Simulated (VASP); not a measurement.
# Ti (Fm-3m) in VASP: a series of runs, part 2 of 2

VASP 6.6.1. The steps go on from the part before.

### 3 Single point, LDA (volume scaled by 1.04)

INCAR reads:

```
SYSTEM = Ti
PREC     = Accurate       ! precision mode
ENCUT    = 500            ! plane-wave cutoff, eV
EDIFF    = 1E-6           ! SCF threshold, eV
ISMEAR   = -1             ! smearing method
SIGMA    = 0.05           ! smearing width, eV
LREAL    = .False.        ! projectors in reciprocal space
LASPH    = .True.         ! aspherical terms in the spheres
NELM     = 120            ! most SCF steps
ALGO     = Normal         ! electronic algorithm
ISIF     = 2              ! what is computed and relaxed
LWAVE    = .False.        ! write WAVECAR
LCHARG   = .False.        ! write CHGCAR
GGA      = CA             ! functional
NBANDS   = 12             ! bands
GGA_COMPAT= .False.
```

KPOINTS reads:

```
regular mesh
0
Gamma
  15 15 15
  0 0 0
```

POSCAR reads:

```
Ti
1.0
    0.0000000000      2.0567135898      2.0567135898
    2.0567135898      0.0000000000      2.0567135898
    2.0567135898      2.0567135898      0.0000000000
Ti
1
Direct
    0.0000000000      0.0000000000      0.0000000000
```

Potentials or basis: VASP PAW LDA potentials, release 64 (Ti_sv).

The run is started by

```
$ cat potpaw_LDA.64/Ti_sv/POTCAR > POTCAR
$ mpirun -np 1 vasp_std > vasp.out
```

OUTCAR:

```text
SYSTEM = Ti
   PREC = Accurate
   ENCUT = 500
   EDIFF = 1E-6
   ISMEAR = -1
   LREAL = .False.
   LASPH = .True.
   NELM = 120
   ISIF = 2
   GGA = CA

 ion  position               nearest neighbor table
   1  0.000  0.000  0.000-

  LATTYP: Found a face centered cubic cell.
 ALAT       =     4.1134271796

  Lattice vectors:

 A1 = (   0.0000000000,   2.0567135898,   2.0567135898)
 A2 = (   2.0567135898,   0.0000000000,   2.0567135898)
 A3 = (   2.0567135898,   2.0567135898,   0.0000000000)

Analysis of symmetry for initial positions (statically):
=====================================================================
 Subroutine PRICEL returns:
 Original cell was already a primitive cell.

 Routine SETGRP: Setting up the symmetry group for a
 face centered cubic supercell.

 Subroutine GETGRP returns: Found 48 space group operations
 (whereof 48 operations were pure point group operations)
 out of a pool of 48 trial point group operations.

The static configuration has the point symmetry O_h .

Analysis of symmetry for dynamics (positions and initial velocities):
=====================================================================
 Subroutine PRICEL returns:
 Original cell was already a primitive cell.

 Routine SETGRP: Setting up the symmetry group for a
 face centered cubic supercell.

 Subroutine GETGRP returns: Found 48 space group operations
 (whereof 48 operations were pure point group operations)
 out of a pool of 48 trial point group operations.

The dynamic configuration has the point symmetry O_h .

 Subroutine INISYM returns: Found 48 space group operations
 (whereof 48 operations are pure point group operations),
 and found     1 'primitive' translations

----------------------------------------------------------------------------------------

                                     Primitive cell

  volume of cell :      17.4001

[... 111 lines left out ...]
   GGA     = CA    functional components
   LHFCALC =     F    Hartree Fock is set to
   AEXX    =    0.0000 exact exchange contribution
   IVDW    =     0    specifies the selected vdW correction
   LEPSILON=     F    determine dielectric tensor
   LRPA    =     F    only Hartree local field effects (RPA)
 non-spin polarized calculation
  energy-cutoff  :      500.00
  volume of cell :       17.40
 maximum number of plane-waves:       459
 NGX is ok and might be reduce to    24
   NGX = 11   NGY = 11   NGZ = 11

 number of electron      12.0000002 magnetization

 Free energy of the ion-electron system (eV)
  ---------------------------------------------------
  ext. energy  EPLUGINS =         0.00000000
  ---------------------------------------------------
  free energy    TOTEN  =        -8.46539338 eV

  energy without entropy =       -8.45066294  energy(sigma->0) =       -8.45802816

 E-fermi :   7.9658     XC(G=0): -11.7762

 val. band max:        7.9621250302   @ k =   0.2667   0.0667   0.0000
 cond. band min:       7.9747663096   @ k =  -0.4000   0.3333   0.1333
 fundamental gap:      0.0126412793
 Fermi energy:         7.9658419652

 k-point     1 :       0.0000    0.0000    0.0000
  band No.  band energies     occupation
      1     -48.0622      2.00000
      2     -24.2936      2.00000
      3     -24.2936      2.00000
      4     -24.2936      2.00000
      5       1.9499      2.00000
      6       8.8039      0.00000
      7       8.8039      0.00000
      8       8.8039      0.00000
      9      10.4033      0.00000
     10      10.4033      0.00000
     11      23.3021      0.00000
     12      27.6802      0.00000
[... 331 lines left out ...]
 k-point    24 :       0.2000    0.1333    0.0000
  band No.  band energies     occupation
      1     -48.0171      2.00000
      2     -24.4893      2.00000
      3     -24.3544      2.00000
      4     -24.3489      2.00000
      5       3.1661      2.00000
      6       8.0288      0.44217
      7       9.2400      0.00000
      8       9.3092      0.00000
      9       9.7708      0.00000
     10      10.6551      0.00000
     11      23.6904      0.00000
     12      24.4724      0.00000

 [... further k-points ...]

------------------------ aborting loop because EDIFF is reached ----------------------------------------

  FORCE on cell =-STRESS in cart. coord.  units (eV):
  Direction    XX          YY          ZZ          XY          YZ          ZX
  --------------------------------------------------------------------------------------
  -------------------------------------------------------------------------------------
  Total       -0.9568628     -0.9568628     -0.9568628      0.0000000      0.0000000     -0.0000000
  in kB      -88.1066726    -88.1066726    -88.1066726      0.0000000      0.0000000     -0.0000000
  external PRESSURE =     -88.1066726 kB  Pullay stress =       0.0000000 kB

 VOLUME and BASIS-vectors are now :
 -----------------------------------------------------------------------------
  energy-cutoff  :      500.00
  volume of cell :       17.40
      direct lattice vectors                 reciprocal lattice vectors
     0.000000000  2.056713590  2.056713590    -0.243106285  0.243106285  0.243106285
     2.056713590  0.000000000  2.056713590     0.243106285 -0.243106285  0.243106285
     2.056713590  2.056713590  0.000000000     0.243106285  0.243106285 -0.243106285

 POSITION                                       TOTAL-FORCE (eV/Angst)
 -----------------------------------------------------------------------------------
      0.00000      0.00000      0.00000         0.000000     -0.000000     -0.000000
 -----------------------------------------------------------------------------------
    total drift:                               -0.000000      0.000000     -0.000000

  FREE ENERGIE OF THE ION-ELECTRON SYSTEM (eV)
  ---------------------------------------------------
  free  energy   TOTEN  =        -8.4653933847 eV

  energy  without entropy=       -8.4506629359  energy(sigma->0) =       -8.45802816
```

OSZICAR:

```text
N       E                     dE             d eps       ncg     rms          rms(c)
DAV:   1     0.854796156536E+02    0.85480E+02   -0.63740E+03  2880   0.117E+03
DAV:   2    -0.530026917721E+01   -0.90780E+02   -0.88376E+02  2924   0.295E+02
DAV:   3    -0.944428031512E+01   -0.41440E+01   -0.40998E+01  4024   0.643E+01
DAV:   4    -0.952952118864E+01   -0.85241E-01   -0.85120E-01  3256   0.820E+00
DAV:   5    -0.953158115006E+01   -0.20600E-02   -0.20599E-02  3476   0.113E+00    0.813E+00
DAV:   6    -0.847976680537E+01    0.10518E+01   -0.21885E+00  3108   0.214E+01    0.208E+00
DAV:   7    -0.846026474537E+01    0.19502E-01   -0.93566E-02  3564   0.318E+00    0.123E+00
DAV:   8    -0.846510511067E+01   -0.48404E-02   -0.37971E-02  2996   0.260E+00    0.164E-01
DAV:   9    -0.846537529453E+01   -0.27018E-03   -0.30692E-03  3676   0.646E-01    0.770E-02
DAV:  10    -0.846540261236E+01   -0.27318E-04   -0.32635E-04  3096   0.215E-01    0.105E-02
DAV:  11    -0.846539497104E+01    0.76413E-05   -0.23633E-05  3360   0.713E-02    0.129E-02
DAV:  12    -0.846539338077E+01    0.15903E-05   -0.53374E-06  3204   0.302E-02    0.146E-03
DAV:  13    -0.846539338472E+01   -0.39518E-08   -0.87269E-08  1808   0.350E-03
   1 F= -.84653934E+01 E0= -.84580282E+01  d E =-.147304E-01
```

stdout:

```text
POSCAR found type information on POSCAR Ti
 POSCAR found :  1 types and       1 ions
 scaLAPACK will be used
 LDA part: xc-table for (Slater(with rela. corr.)+CA(PZ))
 , standard interpolation
 POSCAR, INCAR and KPOINTS ok, starting setup
 FFT: planning ... GRIDC
 FFT: planning ... GRID_SOFT
 FFT: planning ... GRID
 WAVECAR not read
 entering main loop
```

It took 8.6 s on 1 thread of Intel Xeon 6975P-C (Granite Rapids), shared host; peak memory 0.14 GiB.

What came out:

```
Free energy            : -8.4654 eV
Pressure               : -8.8 GPa
Band gap on the k mesh : zero (band 6 reaches 8.80 eV, above the bottom of band 7 at 7.69 eV)
```

Levels at points of the mesh, in eV from the Fermi level:
| k point | band 4 | band 5 | band 6 | band 7 | band 8 | band 9 |
| --- | --- | --- | --- | --- | --- | --- |
| (0.00, 0.00, 0.00) | -32.26 | -6.02 | 0.84 | 0.84 | 0.84 | 2.44 |
